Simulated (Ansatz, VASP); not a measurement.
# Two plane-wave programs on SrTiO3

```
Sr Ti O
1.0
     4.06313    0.00000    0.00000
     0.00000    4.06313    0.00000
     0.00000    0.00000    4.06313
Sr Ti O
1 1 3
Direct
  0.00000 0.00000 0.00000
  0.50000 0.50000 0.50000
  0.50000 0.50000 0.00000
  0.50000 0.00000 0.50000
  0.00000 0.50000 0.50000
```

Change from the starting cell: hydrostatic strain +4.0%.

Alike in both runs: task single point; functional r2SCAN; k mesh 6 × 6 × 6; no spin polarisation.

|  | VASP | Ansatz |
| --- | --- | --- |
| version | VASP 6.6.1 | Ansatz 0.2.0 |
| potentials or method | VASP PAW PBE potentials, release 64 (Sr_sv, Ti_sv, O) | plane waves, PAW |
| plane-wave cutoff (eV) | 520 | 500 |
| occupations | gaussian, width 0.01 eV | fixed |
| valence electrons in the cell | 40 | 40 |

VASP gave:

| Property | Result |
| --- | --- |
| gap on the k mesh at the Fermi level (eV) | 2.00 |
| pressure (GPa) | -16.6 |

Estimate Ansatz's values.

gap on the k mesh at the Fermi level (eV): 1.98; pressure (GPa): -17.2.

VASP's potentials were made for PBE, not for r2SCAN.
